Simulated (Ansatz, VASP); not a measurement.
One calculation of C, two programs

```xyz
4
Lattice="-2.0616 2.0616 2.0616 2.0616 -2.0616 2.0616 2.0616 2.0616 -2.0616" Properties=species:S:1:pos:R:3 pbc="T T T"
C     1.5462    1.5462    1.5462
C     0.5154    2.5770   -0.5154
C     2.5770   -0.5154    0.5154
C    -0.5154    0.5154    2.5770
```

Alike in both runs: task single point; functional PBE; k mesh 6 × 6 × 6; occupations gaussian, width 0.1 eV; collinear spin.

|  | VASP | Ansatz |
| --- | --- | --- |
| version | VASP 6.6.1 | Ansatz 0.2.0 |
| potentials or method | VASP PAW PBE potentials, release 64 (C), cutoff 600 eV | scalar-relativistic, plane waves, PAW |
| valence electrons in the cell | 16 | 16 |

|  | VASP | Ansatz | Ansatz less VASP |
| --- | --- | --- | --- |
| gap on the k mesh at the Fermi level (eV) | none | none | - |
| pressure (GPa) | 0.0 | 0.0 | +0.08 |
| net moment per atom (μB) | 0.00 | 0.00 | 0.000 |

A gap of «none» marks a metal or a gap that the smearing closes. The functional is the same, so the differences come from potentials, cutoffs and numerics. Ansatz's warnings: seeded moment not kept.
